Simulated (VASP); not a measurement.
Write the native input for VASP 6.6.1 that does the following.

```
Task                   : single point
Functional             : PBE
Potentials or basis    : VASP PAW PBE potentials, release 64 (Al, N)
Cutoff                 : 520 eV
k mesh                 : 10 × 10 × 10
Occupations            : gaussian, width 0.02 eV
Spin                   : no spin polarisation
Dipole correction      : no
Further INCAR settings : ALGO = Normal; EDIFF = 1e-06; NBANDS = 11
```

The structure of AlN lies in POSCAR:

```
AlN
1.0
    0.0000000000      2.1833298487      2.1833298487
    2.1833298487      0.0000000000      2.1833298487
    2.1833298487      2.1833298487      0.0000000000
Al N
1 1
Direct
    0.0000000000      0.0000000000      0.0000000000
    0.7500000000      0.7500000000      0.7500000000
```

One way to write it, as run:

INCAR

```
  ALGO = Normal
  EDIFF = 1E-6
  ENCUT = 520
  GGA = PE
  ISIF = 2
  ISMEAR = 0
  LASPH = True
  LCHARG = False
  LREAL = False
  LWAVE = False
  NBANDS = 11
  NELM = 80
  PREC = Accurate
  SIGMA = 0.02
```

KPOINTS

```
k-points
0
Gamma
  10 10 10
```

Potentials or basis: VASP PAW PBE potentials, release 64 (Al, N).

The run is started by

```console
$ cat potpaw_PBE.64/Al/POTCAR potpaw_PBE.64/N/POTCAR > POTCAR
$ mpirun -np 1 vasp_std > vasp.out
```

Results of the run:

```yaml
Pressure: 4.8 GPa
Band_gap_on_the_k_mesh: 3.32 eV (least direct gap 4.20 eV)
```

Caveat: the cell stands under pressure.

Wall time 6.3 s on 1 thread of Intel(R) Xeon(R) Platinum 8259CL CPU @ 2.50GHz (Skylake/Cascade Lake), on a shared host, peak memory 0.13 GiB.
